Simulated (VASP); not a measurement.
**Li: relaxation of cell and atoms with PBE**

The system is Li.

```xyz
2
Lattice="0.0000 2.8863 2.8863 2.8863 0.0000 2.8863 2.8863 2.8863 0.0000" Properties=species:S:1:pos:R:3 pbc="T T T"
Li   -0.7216   -0.7216   -0.7216
Li    0.7216    0.7216    0.7216
```

```json
{"Program": "VASP 6.6.1", "Task": "relaxation of cell and atoms", "Functional": "PBE", "Potentials or basis": "VASP PAW PBE potentials, release 64 (Li_sv)", "Cutoff": "600 eV", "k mesh": "12 × 12 × 12", "Occupations": "fermi-dirac, width 0.1 eV", "Spin": "no spin polarisation", "Target pressure": "0.43 GPa", "Dipole correction": "no", "Further INCAR settings": "ALGO = Normal; EDIFF = 1e-06; IBRION = 2; EDIFFG = -0.005; NSW = 32; ISIF = 3"}
```

The relaxed volume is 23.61 Å³/atom. The relaxed cell is a = 4.057 Å, b = 4.057 Å, c = 4.057 Å, α = 60.00°, β = 60.00°, γ = 60.00° and the space group after relaxing (to 0.05 Å) is Fd-3m (No. 227). The energy change on relaxing (the enthalpy is what falls) is +1.0 meV/atom and the ionic steps are 5. The pressure after relaxing is 0.4 GPa. The band gap on the k mesh is zero (band 3 reaches 0.99 eV, above the bottom of band 4 at 0.17 eV).

Step by step:
| step | energy change (eV) | largest force (eV/Å) | pressure (GPa) | volume (Å³) |
| --- | --- | --- | --- | --- |
| 1 | 0.0000 | 0.0000 | 0.31 | 48.09 |
| 2 | 0.0002 | 0.0000 | 0.34 | 47.97 |
| 3 | 0.0010 | 0.0000 | 0.38 | 47.61 |
| 4 | 0.0029 | 0.0000 | 0.47 | 46.89 |
| 5 | 0.0020 | 0.0000 | 0.42 | 47.22 |

Final structure:
```cif
data_structure
_symmetry_space_group_name_H-M 'P 1'
_symmetry_Int_Tables_number 1
_cell_length_a 4.0570
_cell_length_b 4.0570
_cell_length_c 4.0570
_cell_angle_alpha 60.000
_cell_angle_beta 60.000
_cell_angle_gamma 60.000
_cell_volume 47.22
loop_
_atom_site_label
_atom_site_type_symbol
_atom_site_fract_x
_atom_site_fract_y
_atom_site_fract_z
_atom_site_occupancy
Li1 Li 0.87500 0.87500 0.87500 1
Li2 Li 0.12500 0.12500 0.12500 1
```

Levels at points of the mesh, in eV from the Fermi level:
| k point | band 1 | band 2 | band 3 | band 4 | band 5 | band 6 | band 7 |
| --- | --- | --- | --- | --- | --- | --- | --- |
| (0.00, 0.00, 0.00) | -47.78 | -47.68 | -3.51 | 5.85 | 5.85 | 5.85 | 7.00 |
| (0.50, 0.00, 0.00) | -47.76 | -47.71 | -1.36 | -0.27 | 4.40 | 4.40 | 7.32 |
| (0.50, 0.50, 0.00) | -47.73 | -47.73 | 0.08 | 0.08 | 2.29 | 2.29 | 5.98 |

It took 32 s on 1 thread of Intel(R) Xeon(R) 6975P-C (Granite Rapids), with other jobs on the host, peak memory 0.2 GiB.

Caveat: the cutoff is under 1.25 times the usual one of these potentials, so pressure, stress and relaxed cells hold a basis-set (Pulay) error; the cell is relaxed towards a set pressure, so the enthalpy falls and the energy may rise.
